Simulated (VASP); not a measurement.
# ZnS (F-43m) in VASP: further runs, part 2 of 2

VASP 6.6.1. Earlier steps stand in the parts before.

## (4) Single point, HSE06

This run uses another cell than the first one, of 20.03 Å³/atom, 1.064 times its volume.

Input file POSCAR:

```
ZnS
1.0
    0.0000000000      2.7157786495      2.7157786495
    2.7157786495      0.0000000000      2.7157786495
    2.7157786495      2.7157786495      0.0000000000
Zn S
1 1
Direct
    0.2500000000      0.2500000000      0.2500000000
    0.0000000000      0.0000000000      0.0000000000
```

Input file INCAR.step1:

```
ALGO = Normal ; EDIFF = 1E-5
ENCUT = 520 ; GGA = PE
ISIF = 2 ; ISMEAR = 0
LASPH = T ; LCHARG = F
LREAL = F ; LWAVE = T
NBANDS = 16 ; NELM = 100
PREC = Accurate ; SIGMA = 0.02
```

Input file INCAR.step2:

```
ALGO = Normal ; EDIFF = 1E-6
ENCUT = 520 ; GGA = PE
HFSCREEN = 0.2079 ; ISIF = 2
ISMEAR = 0 ; ISTART = 1
LASPH = T ; LCHARG = F
LHFCALC = T ; LREAL = F
LWAVE = F ; NBANDS = 16
NELM = 100 ; PREC = Accurate
PRECFOCK = Normal ; SIGMA = 0.02
```

Input file KPOINTS:

```
k-points
0
Gamma
  4 4 4
```

Potentials or basis: VASP PAW PBE potentials, release 64 (Zn, S).

Launch:

```bash
cat potpaw_PBE.64/Zn/POTCAR potpaw_PBE.64/S/POTCAR > POTCAR
cp INCAR.step1 INCAR
mpirun -np 1 vasp_std > vasp.out
cp INCAR.step2 INCAR
mpirun -np 1 vasp_std > vasp.out
```

OUTCAR:

```text
EDIFF = 1E-6
   ENCUT = 520
   GGA = PE
   HFSCREEN = 0.2079
   ISIF = 2
   ISMEAR = 0
   ISTART = 1
   LASPH = T
   LHFCALC = T
   LREAL = F
   NELM = 100
   PREC = Accurate
   PRECFOCK = Normal

 ion  position               nearest neighbor table
   1  0.250  0.250  0.250-   2 2.35   2 2.35   2 2.35   2 2.35
   2  0.000  0.000  0.000-   1 2.35   1 2.35   1 2.35   1 2.35

  LATTYP: Found a face centered cubic cell.
 ALAT       =     5.4315572990

  Lattice vectors:

 A1 = (   0.0000000000,   2.7157786495,   2.7157786495)
 A2 = (   2.7157786495,   0.0000000000,   2.7157786495)
 A3 = (   2.7157786495,   2.7157786495,   0.0000000000)

Analysis of symmetry for initial positions (statically):
=====================================================================
 Subroutine PRICEL returns:
 Original cell was already a primitive cell.

 Routine SETGRP: Setting up the symmetry group for a
 face centered cubic supercell.

 Subroutine GETGRP returns: Found 24 space group operations
 (whereof 24 operations were pure point group operations)
 out of a pool of 48 trial point group operations.

The static configuration has the point symmetry T_d .

Analysis of symmetry for dynamics (positions and initial velocities):
=====================================================================
 Subroutine PRICEL returns:
 Original cell was already a primitive cell.

 Routine SETGRP: Setting up the symmetry group for a
 face centered cubic supercell.

 Subroutine GETGRP returns: Found 24 space group operations
 (whereof 24 operations were pure point group operations)
 out of a pool of 48 trial point group operations.

The dynamic configuration has the point symmetry T_d .

 Subroutine INISYM returns: Found 24 space group operations
 (whereof 24 operations are pure point group operations),
 and found     1 'primitive' translations

----------------------------------------------------------------------------------------

                                     Primitive cell

  volume of cell :      40.0602

  direct lattice vectors                    reciprocal lattice vectors
     0.000000000  2.715778649  2.715778649    -0.184109261  0.184109261  0.184109261
     2.715778649  0.000000000  2.715778649     0.184109261 -0.184109261  0.184109261
     2.715778649  2.715778649  0.000000000     0.184109261  0.184109261 -0.184109261

  length of vectors
     3.840690999  3.840690999  3.840690999     0.318886594  0.318886594  0.318886594

  position of ions in fractional coordinates (direct lattice)
     0.250000000  0.250000000  0.250000000
     0.000000000  0.000000000  0.000000000

  ion indices of the primitive-cell ions
   primitive index   ion index
                 1           1
                 2           2

----------------------------------------------------------------------------------------

[... 24 lines left out ...]
 Following reciprocal coordinates:
            Coordinates               Weight
  0.000000  0.000000  0.000000      1.000000
  0.250000  0.000000  0.000000      8.000000
  0.500000  0.000000  0.000000      4.000000
  0.250000  0.250000  0.000000      6.000000
  0.500000  0.250000  0.000000     24.000000
 -0.250000  0.250000  0.000000     12.000000
  0.500000  0.500000  0.000000      3.000000
 -0.250000  0.500000  0.250000      6.000000
   k-points           NKPTS =      8   k-points in BZ     NKDIM =     64   number of bands    NBANDS=     16
   number of dos      NEDOS =    301   number of ions     NIONS =      2
   total plane-waves  NPLWV =  27000
   dimension x,y,z NGX =    30 NGY =   30 NGZ =   30
   dimension x,y,z NGXF=    60 NGYF=   60 NGZF=   60
   ions per type =               1   1
   NGX,Y,Z   is equivalent  to a cutoff of  12.99, 12.99, 12.99 a.u.
   NGXF,Y,Z  is equivalent  to a cutoff of  25.97, 25.97, 25.97 a.u.
 SYSTEM =  unknown system
   PREC   = accura    normal or accurate (medium, high low for compatibility)
   ISTART =      1    job   : 0-new  1-cont  2-samecut
   ICHARG =      0    charge: 1-file 2-atom 10-const
   ISPIN  =      1    spin polarized calculation?
   LNONCOLLINEAR =      F non collinear calculations
   LSORBIT =      F    spin-orbit coupling
   LASPH  =      T    aspherical Exc in radial PAW
   ENCUT  =  520.0 eV  38.22 Ry    6.18 a.u.   7.14  7.14  7.14*2*pi/ulx,y,z
   NELM   =    100;   NELMIN=  2; NELMDL=  0     # of ELM steps
   EDIFF  = 0.1E-05   stopping-criterion for ELM
   LREAL  =      F    real-space projection
   EDIFFG = 0.1E-04   stopping-criterion for IOM
   NSW    =      0    number of steps for IOM
   IBRION =     -1    ionic relax: 0-MD 1-quasi-New 2-CG
   NFREE  =      0    steps in history (QN), initial steepest desc. (CG)
   ISIF   =      2    stress and relaxation
   ISYM   =      3    0-nonsym 1-usesym 2-fastsym
   POTIM  = 0.5000    time-step for ionic-motion
   TEBEG  =    0.0;   TEEND  =   0.0 temperature during run
   PSTRESS=    0.0 pullay stress
   NELECT =      18.0000    total number of electrons
   NUPDOWN=      -1.0000    fix difference up-down
   EMIN   =  10.00;   EMAX   =-10.00  energy-range for DOS
   EFERMI =   0.00;   METHOD = LEGACY
   ISMEAR =     0;   SIGMA  =   0.02  broadening in eV -4-tet -1-fermi 0-gaus
   EFERMI_NEDOS =   21; number of points for ismear=-14 and -15
   IALGO  =     38    algorithm
   IMIX   =      1    mixing-type and parameters
     AMIX     =   0.40;   BMIX     =  1.00
     AMIX_MAG =   1.60;   BMIX_MAG =  1.00
  volume/ion in A,a.u.               =      20.03       135.17
  Fermi-wavevector in a.u.,A,eV,Ry     =   1.253895  2.369519 21.391809  1.572254
  Thomas-Fermi vector in A             =   2.387726
   LORBIT       =      0    0 simple, 1 ext, 2 COOP (PROOUT), +10 PAW based schemes
   GGA     = PE    functional components
   LHFCALC =     T    Hartree Fock is set to
   PRECFOCK=normal    Normal, Fast or Accurate (Low or Medium for compatibility)
   ENCUT4O =  -1.0   cutoff for four orbital integrals eV
   NKREDX  =     1    reduce k-point grid by
   NKREDY  =     1    reduce k-point grid by
   NKREDZ  =     1    reduce k-point grid by
   AEXX    =    0.2500 exact exchange contribution
   HFSCREEN=    0.2079 screening length (either q_TF or 0.3 A-1)
   HFSCREENC=   0.2079 screening length for correlation (either q_TF or 0.3 A-1)
   ENCUTFOCK=  -1.0 apply spherical cutoff to Coloumb kernel
   IVDW    =     0    specifies the selected vdW correction
   LEPSILON=     F    determine dielectric tensor
   LRPA    =     F    only Hartree local field effects (RPA)
 non-spin polarized calculation
 Gauss-broadening in eV      SIGMA  =   0.02
  energy-cutoff  :      520.00
  volume of cell :       40.06
 maximum number of plane-waves:      1090
 NGX is ok and might be reduce to    30
  NGX = 24; NGY = 24; NGZ = 24

 number of electron      18.0000011 magnetization

 Free energy of the ion-electron system (eV)
  ---------------------------------------------------
  ext. energy  EPLUGINS =         0.00000000
  ---------------------------------------------------
  free energy    TOTEN  =        -8.33902238 eV

  energy without entropy =       -8.33902238  energy(sigma->0) =       -8.33902238

 E-fermi :   1.4383     XC(G=0):  -7.9087

 val. band max:        1.2552720064   @ k =   0.0000   0.0000   0.0000
 cond. band min:       4.5243898999   @ k =   0.0000   0.0000   0.0000
 fundamental gap:      3.2691178935
 Fermi energy:         1.4383394488

 k-point     1 :       0.0000    0.0000    0.0000
  band No.  band energies     occupation
      1     -12.9449      2.00000
      2      -6.5517      2.00000
      3      -6.5517      2.00000
      4      -6.5517      2.00000
      5      -6.1245      2.00000
      6      -6.1245      2.00000
[... 129 lines left out ...]
      3      -6.3226      2.00000
      4      -6.1668      2.00000
      5      -6.1385      2.00000
      6      -5.6978      2.00000
[... 8 lines left out ...]
     15      16.8132      0.00000
     16      17.5616      0.00000

------------------------ aborting loop because EDIFF is reached ----------------------------------------

  FORCE on cell =-STRESS in cart. coord.  units (eV):
  Direction    XX          YY          ZZ          XY          YZ          ZX
  --------------------------------------------------------------------------------------
  -------------------------------------------------------------------------------------
  Total       -0.0030756     -0.0030756     -0.0030756      0.0000000      0.0000000     -0.0000000
  in kB       -0.1230046     -0.1230046     -0.1230046      0.0000000      0.0000000     -0.0000000
  external PRESSURE =      -0.1230046 kB  Pullay stress =       0.0000000 kB

 VOLUME and BASIS-vectors are now :
 -----------------------------------------------------------------------------
  energy-cutoff  :      520.00
  volume of cell :       40.06
      direct lattice vectors                 reciprocal lattice vectors
     0.000000000  2.715778649  2.715778649    -0.184109261  0.184109261  0.184109261
     2.715778649  0.000000000  2.715778649     0.184109261 -0.184109261  0.184109261
     2.715778649  2.715778649  0.000000000     0.184109261  0.184109261 -0.184109261

 POSITION                                       TOTAL-FORCE (eV/Angst)
 -----------------------------------------------------------------------------------
      1.35789      1.35789      1.35789         0.000000      0.000000     -0.000000
      0.00000      0.00000      0.00000        -0.000000     -0.000000      0.000000
 -----------------------------------------------------------------------------------
    total drift:                               -0.000180     -0.000134     -0.000081

  FREE ENERGIE OF THE ION-ELECTRON SYSTEM (eV)
  ---------------------------------------------------
  free  energy   TOTEN  =        -8.3390223774 eV

  energy  without entropy=       -8.3390223774  energy(sigma->0) =       -8.33902238
```

It used 950 s of CPU time on 1 thread of AMD EPYC 7R13 Processor (Zen 3), on a shared host.

What came out:

```
Free energy            : -8.3390 eV
Pressure               : 0.0 GPa
Band gap on the k mesh : 3.27 eV, direct
```

Caveat: the k points lie up to 0.50 Å⁻¹ apart; the PAW data sets were made with another functional, which shifts forces and pressure a little.

## (5) Overview

| cell | gap on the mesh (eV) | pressure (GPa) |
| --- | --- | --- |
| a = 3.762 Å, angles 60.0°, 2 atoms | 3.57 | 5.3 |
| a = 3.802 Å, angles 60.0°, 2 atoms | 3.42 | 2.5 |
| a = 3.841 Å, angles 60.0°, 2 atoms | 3.27 | 0.0 |

Alike in all rows: task single point; level HSE06; potentials or basis VASP PAW PBE potentials, release 64 (Zn, S); no spin polarisation; k mesh 4 × 4 × 4; cutoff (eV) 520; smearing gaussian 0.02 eV.

Caveats: all runs use coarse meshes; the PAW data sets were made with another functional, which shifts forces and pressure a little.

Absolute energies hang on the potentials; compare differences alone.
